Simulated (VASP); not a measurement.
PbS:

```
Pb S
1.0
     0.00000    2.88373    2.88373
     2.88373    0.00000    2.88373
     2.88373    2.88373    0.00000
Pb S
1 1
Direct
  0.00000 0.00000 0.00000
  0.50000 0.50000 0.50000
```

Base run:

```yaml
Program: VASP 6.6.1
Functional: PBE
Potentials_or_basis: VASP PAW PBE potentials, release 64 (Pb_d, S)
Cutoff: 520 eV
k_mesh: 8 × 8 × 8
Occupations: fermi-dirac, width 0.06 eV
Spin: no spin polarisation
```

Its results: band gap on the k mesh 0.01 eV, direct; pressure 8.3 GPa.

After a change of settings the same cell gave: band gap on the k mesh 0.13 eV, direct; pressure 2.8 GPa. Which change was it?
A. functional from PBE to PBEsol; further incar settings from ALGO = Normal; EDIFF = 1e-06; NBANDS = 17 to ALGO = Normal; EDIFF = 1e-07; NBANDS = 17
B. further incar settings from ALGO = Normal; EDIFF = 1e-06; NBANDS = 17 to ALGO = Normal; EDIFF = 1e-07; NBANDS = 17
C. functional from PBE to LDA; potentials or basis from VASP PAW PBE potentials, release 64 (Pb_d, S) to VASP PAW LDA potentials, release 64 (Pb_d, S)

C.

Caveats: spin-orbit coupling is left out, which moves the levels of the heavy elements.
